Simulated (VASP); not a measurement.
Input of a VASP 6.6.1 run:

INCAR

```
PREC = Accurate
ENCUT = 520
EDIFF = 1E-6
ISMEAR = -1
SIGMA = 0.05
LREAL = False
LASPH = True
NELM = 100
ALGO = Normal
ISIF = 2
LWAVE = False
LCHARG = False
GGA = CA
NBANDS = 18
```

KPOINTS

```
regular mesh
0
Gamma
  6 6 3
```

POSCAR

```
HfTa
1.0
    1.7127470000     -2.3996010000      0.0000000000
    1.7127470000      2.3996010000      0.0000000000
    0.0000000000      0.0000000000      4.8475550000
Ta Hf
1 1
Direct
    0.5000000000      0.5000000000      0.5000000000
    0.0000000000      0.0000000000      0.0000000000
```

Potentials or basis: VASP PAW LDA potentials, release 64 (Ta_pv, Hf_pv).

Run with:

```console
$ cat potpaw_LDA.64/Ta_pv/POTCAR potpaw_LDA.64/Hf_pv/POTCAR > POTCAR
$ mpirun -np 1 vasp_std > vasp.out
```

Q: Predict the pressure.

A: -9.5 GPa.

Stress tensor (GPa, compression positive):
```
-10.47   0.00   0.00
  0.00  -7.16   0.00
  0.00   0.00 -10.78
```

Caveat: the k points lie up to 0.43 Å⁻¹ apart.
